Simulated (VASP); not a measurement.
Set up this calculation in VASP 6.6.1, as the native input.

```
Task                   : single point
Functional             : PBE
Potentials or basis    : VASP PAW PBE potentials, release 64 (Ti_sv)
Cutoff                 : 520 eV
k mesh                 : 13 × 13 × 7
Occupations            : fermi-dirac, width 0.28 eV
Spin                   : no spin polarisation
Dipole correction      : no
Further INCAR settings : ALGO = Normal; EDIFF = 1e-07; NBANDS = 19
```

The structure of Ti lies in POSCAR:

```
Ti
1.0
    2.9499978604      0.0000000000      0.0000000000
   -1.4749989302      2.5547730882      0.0000000000
    0.0000000000      0.0000000000      4.6860000000
Ti
2
Direct
    0.3333333333      0.6666666667      0.2500000000
    0.6666666667      0.3333333333      0.7500000000
```

These files were run (other wordings do the same):

INCAR

```
SYSTEM = Ti
PREC = Accurate ; ENCUT = 520
EDIFF = 1E-7 ; ISMEAR = -1
SIGMA = 0.28 ; LREAL = .FALSE.
LASPH = .TRUE. ; NELM = 80
ALGO = Normal ; ISIF = 2
LWAVE = .FALSE. ; LCHARG = .FALSE.
GGA = PE ; NBANDS = 19
```

KPOINTS

```
regular mesh
0
G
  13 13 7
  0 0 0
```

Potentials or basis: VASP PAW PBE potentials, release 64 (Ti_sv).

Command:

```console
$ cat potpaw_PBE.64/Ti_sv/POTCAR > POTCAR
$ mpirun -np 1 vasp_std > vasp.out
```

It gave:

| Quantity | Value |
| --- | --- |
| Pressure | 0.1 GPa |
| Band gap on the k mesh | zero (bands 12 and 13 overlap by 1.08 eV) |

Caveat: so wide a smearing shifts energies and pressures.

It took 33 s on 1 thread of AMD EPYC 9R45 96-Core Processor (Zen 5) (shared host), peak memory 0.15 GiB.
